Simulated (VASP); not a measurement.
Runs of VASP 6.6.1 on Li2S. The structure is that of space group Fm-3m (No. 225), or close to it. The cells are those of the table. 

```tsv
level	cell	k mesh	smearing	grid for exact exchange (PRECFOCK)	screening parameter	gap on the mesh (eV)
PBE	a = 3.993, b = 3.993, c = 3.903 Å, angles 60.7, 60.7, 58.5°, 3 atoms	8 × 8 × 8	fermi-dirac 0.02 eV	-	-	3.23
HSE06	a = 4.185 Å, angles 60.0°, 3 atoms	6 × 6 × 6	gaussian 0.01 eV	Normal	0.2079 1/Å	4.37
PBE	a = 4.024 Å, angles 60.0°, 3 atoms	8 × 8 × 8	fermi-dirac 0.02 eV	-	-	(a)
HSE06	a = 3.993, b = 3.993, c = 3.903 Å, angles 60.7, 60.7, 58.5°, 3 atoms	6 × 6 × 6	gaussian 0.01 eV	Normal	0.2079 1/Å	4.17
```

Alike in all rows: task single point; potentials or basis VASP PAW PBE potentials, release 64 (S, Li_sv); no spin polarisation; cutoff (eV) 520.

Question: Fill in the values left out.

Answer: (a) 3.39.

A k mesh can miss the band edges.
